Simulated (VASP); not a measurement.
Input of a VASP 6.6.1 run:

The input INCAR:

```
ALGO     = Normal         # electronic algorithm
EDIFF    = 1E-6           # SCF threshold, eV
ENCUT    = 600            # plane-wave cutoff, eV
GGA      = PE             # functional
GGA_COMPAT= False        
ISIF     = 2              # what is computed and relaxed
ISMEAR   = 0              # smearing method
LASPH    = True           # aspherical terms in the spheres
LCHARG   = False          # write CHGCAR
LREAL    = False          # projectors in reciprocal space
LWAVE    = False          # write WAVECAR
NBANDS   = 16             # bands
NELM     = 120            # most SCF steps
PREC     = Accurate       # precision mode
SIGMA    = 0.1            # smearing width, eV
```

Contents of KPOINTS:

```
k-points
0
Gamma
  20 20 20
```

POSCAR

```
ZrN
1.0
    0.0000000000      2.3423847504      2.3423847504
    2.3423847504      0.0000000000      2.3423847504
    2.3423847504      2.3423847504      0.0000000000
Zr N
1 1
Direct
    0.0000000000      0.0000000000      0.0000000000
    0.5000000000      0.5000000000      0.5000000000
```

Potentials or basis: VASP PAW PBE potentials, release 64 (Zr_sv, N).

Launch:

```sh
$ cat potpaw_PBE.64/Zr_sv/POTCAR potpaw_PBE.64/N/POTCAR > POTCAR
$ mpirun -np 1 vasp_std > vasp.out
```

What does it give for the pressure?

-12.7 GPa.
